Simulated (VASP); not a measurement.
Runs of VASP 6.6.1 on SnSe. The structure is that of space group I4/mmm (No. 139), or close to it. The cells are those of the table. 

```tsv
cell	gap on the mesh (eV)	pressure (GPa)
a = 4.167, b = 4.326, c = 4.326 Å, angles 57.6, 61.2, 61.2°, 2 atoms	0.54	-3.0
a = 4.167, b = 3.964, c = 3.964 Å, angles 63.4, 58.3, 58.3°, 2 atoms	0.30	(a)
a = 4.167, b = 4.381, c = 4.381 Å, angles 56.8, 61.6, 61.6°, 2 atoms	(c)	-3.5
a = 4.167, b = 4.014, c = 4.014 Å, angles 62.5, 58.7, 58.7°, 2 atoms	0.44	6.9
a = 4.167, b = 4.064, c = 4.064 Å, angles 61.7, 59.2, 59.2°, 2 atoms	0.60	4.0
a = 4.167, b = 4.353, c = 4.353 Å, angles 57.2, 61.4, 61.4°, 2 atoms	(b)	-3.3
```

Alike in all rows: task single point; level LDA; potentials or basis VASP PAW LDA potentials, release 64 (Sn_d, Se); no spin polarisation; k mesh 8 × 8 × 8; cutoff (eV) 520; smearing gaussian 0.05 eV.

Q: Estimate the missing entries.

A: (a) 10.2; (b) 0.48; (c) 0.43.

Caveats: spin-orbit coupling is left out, which moves the levels of the heavy elements.

A k mesh can miss the band edges, and the runs leave out spin-orbit coupling on Se, Sn.
